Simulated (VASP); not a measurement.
# Al7Ni8 (a cell with a defect) (vacancy hop of Al) in VASP: a series of runs

Al7Ni8 (a cell with a defect) (vacancy hop of Al) is run at these levels: PBE; tasks: single point.

All numbers are computed with VASP 6.6.1; they aren't measurements. Logs are shortened: lines on timing, memory, paths and dates and some standing lists are left out, and cuts for length are marked.

## 1. The cell of the first run

The cell holds a defect, 15 atoms: a = 5.784 Å, b = 5.784 Å, c = 5.784 Å, α = 90.00°, β = 90.00°, γ = 90.00°.

## 2. Single point, PBE

File INCAR:

```
ALGO     = Normal         # electronic algorithm
EDIFF    = 1E-7           # SCF threshold, eV
ENCUT    = 520            # plane-wave cutoff, eV
GGA      = PE             # functional
ISIF     = 2              # what is computed and relaxed
ISMEAR   = 1              # smearing method
LASPH    = True           # aspherical terms in the spheres
LCHARG   = False          # write CHGCAR
LREAL    = Auto         
LWAVE    = False          # write WAVECAR
NBANDS   = 64             # bands
NELM     = 60             # most SCF steps
PREC     = Accurate       # precision mode
SIGMA    = 0.1            # smearing width, eV
```

File KPOINTS:

```
k-points
0
Gamma
  3 3 3
```

File POSCAR:

```
Al7Ni8
1.0
    5.7836525300      0.0000000000      0.0000000000
    0.0000000000      5.7836525300      0.0000000000
    0.0000000000      0.0000000000      5.7836525300
Ni Al
8 7
Direct
   -0.0197264617     -0.0215861861      0.0008074482
    0.0133158069      0.0115539444      0.5023403437
   -0.0199484667      0.5197250327      0.0007004224
    0.0131786963      0.4866123934      0.5024795291
    0.5210662266     -0.0212977871      0.0008166120
    0.4880113363      0.0117816552      0.5022922772
    0.5214727172      0.5196219836      0.0007726951
    0.4883246332      0.4865615604      0.5023903122
    0.2505731443      0.2493171906      0.8645685359
    0.2506962499      0.7487728520      0.2479663141
    0.2507489847      0.7490565828      0.7505696405
    0.7509216671      0.2491536261      0.2479599168
    0.7507534344      0.2490631988      0.7505705050
    0.7506239314      0.7492597416      0.2721899339
    0.7506114825      0.7492882703      0.7280978548
```

Potentials or basis: VASP PAW PBE potentials, release 64 (Ni, Al).

Started as:

```console
$ cat potpaw_PBE.64/Ni/POTCAR potpaw_PBE.64/Al/POTCAR > POTCAR
$ mpirun -np 1 vasp_std > vasp.out
```

OUTCAR:

```text
EDIFF = 1E-7
   ENCUT = 520
   GGA = PE
   ISIF = 2
   ISMEAR = 1
   LASPH = True
   LREAL = Auto
   NELM = 60
   PREC = Accurate

 ion  position               nearest neighbor table
   1  0.980  0.978  0.001-   9 2.35  14 2.45  15 2.45  10 2.50  12 2.50  11 2.51  13 2.51   3 2.65
                             5 2.66   2 2.90   2 2.91
   2  0.013  0.012  0.502-  11 2.50  13 2.50  15 2.51  12 2.52  10 2.52  14 2.53   6 2.75   4 2.75
                             9 2.86   1 2.90   1 2.91   4 3.04   6 3.04
   3  0.980  0.520  0.001-   9 2.35  14 2.45  15 2.45  12 2.50  10 2.50  13 2.51  11 2.51   7 2.65
                             1 2.65   4 2.89   4 2.91
   4  0.013  0.487  0.502-  13 2.50  11 2.50  15 2.51  10 2.52  12 2.52  14 2.53   2 2.75   8 2.75
                             9 2.86   3 2.89   3 2.91   8 3.04   2 3.04
   5  0.521  0.979  0.001-   9 2.35  14 2.45  15 2.45  10 2.50  12 2.50  11 2.51  13 2.51   7 2.66
                             1 2.66   6 2.90   6 2.91
   6  0.488  0.012  0.502-  11 2.50  13 2.50  15 2.51  12 2.52  10 2.52  14 2.53   2 2.75   8 2.75
                             9 2.86   5 2.90   5 2.91   8 3.04   2 3.04
   7  0.521  0.520  0.001-   9 2.35  14 2.45  15 2.45  12 2.50  10 2.50  13 2.51  11 2.51   3 2.65
                             5 2.66   8 2.90   8 2.91
   8  0.488  0.487  0.502-  13 2.50  11 2.50  15 2.51  10 2.52  12 2.52  14 2.53   6 2.75   4 2.75
                             9 2.86   7 2.90   7 2.91   4 3.04   6 3.04
   9  0.251  0.249  0.865-   3 2.35   5 2.35   7 2.35   1 2.35   4 2.86   8 2.86   2 2.86   6 2.86
                            11 2.96  13 2.97  13 2.97  11 2.97
  10  0.251  0.749  0.248-   3 2.50   7 2.50   1 2.50   5 2.50   4 2.52   8 2.52   2 2.52   6 2.52
                            11 2.88  14 2.89  14 2.90  11 2.91
  11  0.251  0.749  0.751-   4 2.50   2 2.50   8 2.50   6 2.50   1 2.51   5 2.51   3 2.51   7 2.51
                            10 2.88  15 2.89  15 2.90  10 2.91   9 2.96   9 2.97
  12  0.751  0.249  0.248-   3 2.50   7 2.50   1 2.50   5 2.50   4 2.52   2 2.52   8 2.52   6 2.52
                            13 2.88  14 2.89  14 2.90  13 2.91
  13  0.751  0.249  0.751-   4 2.50   8 2.50   2 2.50   6 2.50   7 2.51   3 2.51   5 2.51   1 2.51
                            12 2.88  15 2.89  15 2.90  12 2.91   9 2.97   9 2.97
  14  0.751  0.749  0.272-   1 2.45   7 2.45   5 2.45   3 2.45   2 2.53   8 2.53   6 2.53   4 2.53
                            15 2.64  12 2.89  10 2.89  10 2.90  12 2.90  15 3.15
  15  0.751  0.749  0.728-   7 2.45   1 2.45   3 2.45   5 2.45   2 2.51   8 2.51   4 2.51   6 2.51
                            14 2.64  13 2.89  11 2.89  11 2.90  13 2.90  14 3.15

  LATTYP: Found a simple cubic cell.
 ALAT       =     5.7836525300

  Lattice vectors:

 A1 = (   5.7836525300,   0.0000000000,   0.0000000000)
 A2 = (   0.0000000000,   5.7836525300,   0.0000000000)
 A3 = (   0.0000000000,   0.0000000000,   5.7836525300)

Analysis of symmetry for initial positions (statically):
=====================================================================
 Subroutine PRICEL returns:
 Original cell was already a primitive cell.

 Routine SETGRP: Setting up the symmetry group for a
 simple cubic supercell.

 Subroutine GETGRP returns: Found  1 space group operations
 (whereof  1 operations were pure point group operations)
 out of a pool of 48 trial point group operations.

The static configuration has the point symmetry C_1 .

Analysis of symmetry for dynamics (positions and initial velocities):
=====================================================================
 Subroutine PRICEL returns:
 Original cell was already a primitive cell.

 Routine SETGRP: Setting up the symmetry group for a
 simple cubic supercell.

 Subroutine GETGRP returns: Found  1 space group operations
 (whereof  1 operations were pure point group operations)
 out of a pool of 48 trial point group operations.

The dynamic configuration has the point symmetry C_1 .

 Subroutine INISYM returns: Found  1 space group operations
 (whereof  1 operations are pure point group operations),
 and found     1 'primitive' translations

----------------------------------------------------------------------------------------

                                     Primitive cell

  volume of cell :     193.4669

  direct lattice vectors                    reciprocal lattice vectors
     5.783652530  0.000000000  0.000000000     0.172901120  0.000000000  0.000000000
     0.000000000  5.783652530  0.000000000     0.000000000  0.172901120  0.000000000
     0.000000000  0.000000000  5.783652530     0.000000000  0.000000000  0.172901120

  length of vectors
     5.783652530  5.783652530  5.783652530     0.172901120  0.172901120  0.172901120

  position of ions in fractional coordinates (direct lattice)
     0.980273538  0.978413814  0.000807448
     0.013315807  0.011553944  0.502340344
     0.980051533  0.519725033  0.000700422
     0.013178696  0.486612393  0.502479529
     0.521066227  0.978702213  0.000816612
     0.488011336  0.011781655  0.502292277
     0.521472717  0.519621984  0.000772695
     0.488324633  0.486561560  0.502390312
[... 33 lines left out ...]

 Generating k-lattice:

  Cartesian coordinates                     Fractional coordinates (reciprocal lattice)
     0.057633707  0.000000000  0.000000000     0.333333333  0.000000000  0.000000000
     0.000000000  0.057633707  0.000000000     0.000000000  0.333333333  0.000000000
     0.000000000  0.000000000  0.057633707     0.000000000  0.000000000  0.333333333

  Length of vectors
     0.057633707  0.057633707  0.057633707

  Shift w.r.t. Gamma in fractional coordinates (k-lattice)
     0.000000000  0.000000000  0.000000000

 Subroutine IBZKPT returns following result:
 ===========================================

 Found     14 irreducible k-points:

 Following reciprocal coordinates:
            Coordinates               Weight
  0.000000  0.000000  0.000000      1.000000
  0.333333  0.000000  0.000000      2.000000
  0.000000  0.333333  0.000000      2.000000
  0.000000  0.000000  0.333333      2.000000
  0.333333  0.333333  0.000000      2.000000
  0.000000  0.333333  0.333333      2.000000
  0.333333  0.000000  0.333333      2.000000
 -0.333333  0.333333  0.000000      2.000000
 -0.333333  0.000000  0.333333      2.000000
  0.000000 -0.333333  0.333333      2.000000
  0.333333  0.333333  0.333333      2.000000
 -0.333333  0.333333  0.333333      2.000000
 -0.333333 -0.333333  0.333333      2.000000
  0.333333 -0.333333  0.333333      2.000000
   k-points           NKPTS =     14   k-points in BZ     NKDIM =     14   number of bands    NBANDS=     64
   number of dos      NEDOS =    301   number of ions     NIONS =     15
   total plane-waves  NPLWV = 110592
   dimension x,y,z NGX =    48 NGY =   48 NGZ =   48
   dimension x,y,z NGXF=    96 NGYF=   96 NGZF=   96
   ions per type =               8   7
   NGX,Y,Z   is equivalent  to a cutoff of  13.80, 13.80, 13.80 a.u.
   NGXF,Y,Z  is equivalent  to a cutoff of  27.59, 27.59, 27.59 a.u.
 SYSTEM =  unknown system
   PREC   = accura    normal or accurate (medium, high low for compatibility)
   ISTART =      0    job   : 0-new  1-cont  2-samecut
   ICHARG =      2    charge: 1-file 2-atom 10-const
   ISPIN  =      1    spin polarized calculation?
   LNONCOLLINEAR =      F non collinear calculations
   LSORBIT =      F    spin-orbit coupling
   LASPH  =      T    aspherical Exc in radial PAW
   ENCUT  =  520.0 eV  38.22 Ry    6.18 a.u.  10.75 10.75 10.75*2*pi/ulx,y,z
   NELM   =     60;   NELMIN=  2; NELMDL= -5     # of ELM steps
   EDIFF  = 0.1E-06   stopping-criterion for ELM
   LREAL  =      T    real-space projection
   EDIFFG = 0.1E-05   stopping-criterion for IOM
   NSW    =      0    number of steps for IOM
   IBRION =     -1    ionic relax: 0-MD 1-quasi-New 2-CG
   NFREE  =      0    steps in history (QN), initial steepest desc. (CG)
   ISIF   =      2    stress and relaxation
   ISYM   =      2    0-nonsym 1-usesym 2-fastsym
   POTIM  = 0.5000    time-step for ionic-motion
   TEBEG  =    0.0;   TEEND  =   0.0 temperature during run
   PSTRESS=    0.0 pullay stress
   NELECT =     101.0000    total number of electrons
   NUPDOWN=      -1.0000    fix difference up-down
   EMIN   =  10.00;   EMAX   =-10.00  energy-range for DOS
   EFERMI =   0.00;   METHOD = LEGACY
   ISMEAR =     1;   SIGMA  =   0.10  broadening in eV -4-tet -1-fermi 0-gaus
   EFERMI_NEDOS =   21; number of points for ismear=-14 and -15
   IALGO  =     38    algorithm
   IMIX   =      4    mixing-type and parameters
     AMIX     =   0.40;   BMIX     =  1.00
     AMIX_MAG =   1.60;   BMIX_MAG =  1.00
  volume/ion in A,a.u.               =      12.90        87.04
  Fermi-wavevector in a.u.,A,eV,Ry     =   1.318195  2.491028 23.642012  1.737639
  Thomas-Fermi vector in A             =   2.448182
   LORBIT       =      0    0 simple, 1 ext, 2 COOP (PROOUT), +10 PAW based schemes
   GGA     = PE    functional components
   LHFCALC =     F    Hartree Fock is set to
   AEXX    =    0.0000 exact exchange contribution
   IVDW    =     0    specifies the selected vdW correction
   LEPSILON=     F    determine dielectric tensor
   LRPA    =     F    only Hartree local field effects (RPA)
 non-spin polarized calculation
 Methfessel and Paxton  Order N= 1 SIGMA  =   0.10
  energy-cutoff  :      520.00
  volume of cell :      193.47
 maximum number of plane-waves:      5213
 NGX is ok and might be reduce to    48
   NGX = 21   NGY = 21   NGZ = 21

 number of electron     101.0000058 magnetization

 Free energy of the ion-electron system (eV)
  ---------------------------------------------------
  ext. energy  EPLUGINS =         0.00000000
  ---------------------------------------------------
  free energy    TOTEN  =       -77.27271299 eV

  energy without entropy =      -77.25693297  energy(sigma->0) =      -77.26745299

 E-fermi :   8.9296     XC(G=0): -11.6578

 val. band max:        8.9243384841   @ k =   0.3333   0.3333   0.0000
 cond. band min:       8.9399815217   @ k =  -0.3333   0.3333   0.0000
 fundamental gap:      0.0156430377
 Fermi energy:         8.9296283574

 k-point     1 :       0.0000    0.0000    0.0000
  band No.  band energies     occupation
      1      -1.7617      2.00000
      2       2.0962      2.00000
      3       2.1324      2.00000
      4       2.4749      2.00000
      5       2.5710      2.00000
      6       2.5710      2.00000
[... 899 lines left out ...]
     61      12.5610      0.00000
     62      13.1613      0.00000
 [bands above 62 left out]

------------------------ aborting loop because EDIFF is reached ----------------------------------------

  FORCE on cell =-STRESS in cart. coord.  units (eV):
  Direction    XX          YY          ZZ          XY          YZ          ZX
  --------------------------------------------------------------------------------------
  -------------------------------------------------------------------------------------
  Total       -2.1175514     -2.1187211     -4.0268779      0.0038935     -0.0021532      0.0012393
  in kB      -17.5362996    -17.5459870    -33.3482047      0.0322440     -0.0178317      0.0102633
  external PRESSURE =     -22.8101638 kB  Pullay stress =       0.0000000 kB

 VOLUME and BASIS-vectors are now :
 -----------------------------------------------------------------------------
  energy-cutoff  :      520.00
  volume of cell :      193.47
      direct lattice vectors                 reciprocal lattice vectors
     5.783652530  0.000000000  0.000000000     0.172901120  0.000000000  0.000000000
     0.000000000  5.783652530  0.000000000     0.000000000  0.172901120  0.000000000
     0.000000000  0.000000000  5.783652530     0.000000000  0.000000000  0.172901120

 POSITION                                       TOTAL-FORCE (eV/Angst)
 -----------------------------------------------------------------------------------
      5.66956      5.65881      0.00467         0.078377      0.084953      0.104569
      0.07701      0.06682      2.90536         0.006068      0.007204      0.126357
      5.66828      3.00591      0.00405         0.078716     -0.077225      0.106738
      0.07622      2.81440      2.90617         0.006681     -0.006237      0.126047
      3.01367      5.66047      0.00472        -0.075967      0.077673      0.106331
      2.82249      0.06814      2.90508        -0.004447      0.004952      0.126079
      3.01602      3.00531      0.00447        -0.085360     -0.079074      0.104538
      2.82430      2.81410      2.90565        -0.007302     -0.006292      0.126261
      1.44923      1.44196      5.00036         0.003022     -0.003037     -1.480074
      1.44994      4.33064      1.43415         0.000421      0.006343      0.094313
      1.45024      4.33228      4.34103         0.001889     -0.000018      0.086334
      4.34307      1.44102      1.43411        -0.004216     -0.001844      0.094277
      4.34210      1.44049      4.34104        -0.000243     -0.003531      0.086417
      4.34135      4.33346      1.57425         0.001343     -0.002643      0.030638
      4.34128      4.33362      4.21107         0.001020     -0.001224      0.161173
 -----------------------------------------------------------------------------------
    total drift:                               -0.005293      0.005124      0.002873

  FREE ENERGIE OF THE ION-ELECTRON SYSTEM (eV)
  ---------------------------------------------------
  free  energy   TOTEN  =       -77.2727129920 eV

  energy  without entropy=      -77.2569329729  energy(sigma->0) =      -77.26745299
```

Wall time 4.8 min (1 thread of AMD EPYC 9R45 (Zen 5), shared host); peak memory 0.35 GiB.

What came out:

```yaml
Free_energy: -77.2727 eV
Pressure: -2.3 GPa
Largest_force: 1.480 eV/Å
```

Forces in eV/Å, atoms in the order of the input:
```
Ni   0.078  0.085  0.105
Ni   0.006  0.007  0.126
Ni   0.079 -0.077  0.107
Ni   0.007 -0.006  0.126
Ni  -0.076  0.078  0.106
Ni  -0.004  0.005  0.126
Ni  -0.085 -0.079  0.105
Ni  -0.007 -0.006  0.126
Al   0.003 -0.003 -1.480
Al   0.000  0.006  0.094
Al   0.002  0.000  0.086
Al  -0.004 -0.002  0.094
Al   0.000 -0.004  0.086
Al   0.001 -0.003  0.031
Al   0.001 -0.001  0.161
```

Levels at points of the mesh, in eV from the Fermi level:
```csv
k point,band 47,band 48,band 49,band 50,band 51,band 52,band 53,band 54,band 55,band 56
"(0.00, 0.00, 0.00)",-1.02,-1.02,-0.98,-0.87,-0.56,-0.56,-0.52,1.45,1.45,1.54
```

Caveat: the k points lie up to 0.36 Å⁻¹ apart.

## 3. Single point, PBE

File INCAR:

```
SYSTEM = Al7Ni8
PREC = Accurate ; ENCUT = 520
EDIFF = 1E-6 ; ISMEAR = 1
SIGMA = 0.1 ; LREAL = Auto
LASPH = .True. ; NELM = 100
ALGO = Normal ; ISIF = 2
LWAVE = .False. ; LCHARG = .True.
GGA = PE ; LELF = .True.
LVHAR = .True. ; NBANDS = 64
```

File KPOINTS:

```
regular mesh
0
Gamma
  3 3 3
  0 0 0
```

File POSCAR:

```
Al7Ni8
1.0
    5.7836525300      0.0000000000      0.0000000000
    0.0000000000      5.7836525300      0.0000000000
    0.0000000000      0.0000000000      5.7836525300
Ni Al
8 7
Direct
   -0.0196870402     -0.0215469376     -0.0003357740
    0.0133244519      0.0115634540      0.4981125656
   -0.0199062788      0.5197035929     -0.0002444822
    0.0131875142      0.4866248422      0.4979899787
    0.5210461701     -0.0212573282     -0.0003508164
    0.4880234394      0.0117904732      0.4981699687
    0.5214507587      0.5195991606     -0.0003179652
    0.4883337969      0.4865717616      0.4980785040
    0.2505810978      0.2493291207      1.1361685312
    0.2507595317      0.7490617698      0.2498983112
    0.2507047221      0.7487961937      0.7524952402
    0.7507600046      0.2490766851      0.2498976196
    0.7509349805      0.2491620983      0.7525014647
    0.7506189173      0.7492910367      0.2723441617
    0.7506346513      0.7492766859      0.7282959995
```

Potentials or basis: VASP PAW PBE potentials, release 64 (Ni, Al).

Started as:

```console
$ cat potpaw_PBE.64/Ni/POTCAR potpaw_PBE.64/Al/POTCAR > POTCAR
$ mpirun -np 1 vasp_std > vasp.out
```

It took 4.7 min on 1 thread of AMD EPYC 9R45 (Zen 5), shared host; peak memory 0.34 GiB.

The run converged. Its results:

| Quantity | Value |
| --- | --- |
| Free energy | -77.2752 eV |
| Pressure | -2.3 GPa |
| Largest force | 1.479 eV/Å |

Forces on the atoms (eV/Å):
```
Ni   0.078  0.085 -0.104
Ni   0.006  0.007 -0.126
Ni   0.079 -0.077 -0.106
Ni   0.007 -0.006 -0.126
Ni  -0.076  0.078 -0.106
Ni  -0.004  0.005 -0.126
Ni  -0.086 -0.079 -0.104
Ni  -0.007 -0.006 -0.126
Al   0.003 -0.004  1.479
Al   0.003  0.000 -0.086
Al   0.000  0.007 -0.095
Al   0.001 -0.004 -0.086
Al  -0.005 -0.001 -0.094
Al   0.001 -0.001 -0.162
Al   0.002 -0.003 -0.031
```

Stress tensor (GPa, compression positive):
```
-1.74  0.00  0.00
 0.00 -1.74  0.00
 0.00  0.00 -3.31
```

Levels at points of the mesh, in eV from the Fermi level:
| k point | band 47 | band 48 | band 49 | band 50 | band 51 | band 52 | band 53 | band 54 | band 55 | band 56 |
| --- | --- | --- | --- | --- | --- | --- | --- | --- | --- | --- |
| (0.00, 0.00, 0.00) | -1.02 | -1.02 | -0.98 | -0.87 | -0.56 | -0.56 | -0.52 | 1.45 | 1.45 | 1.54 |

Caveat: the k points lie up to 0.36 Å⁻¹ apart. Spin polarisation is off, so any magnetic state and its effect on volume and gap are missing.
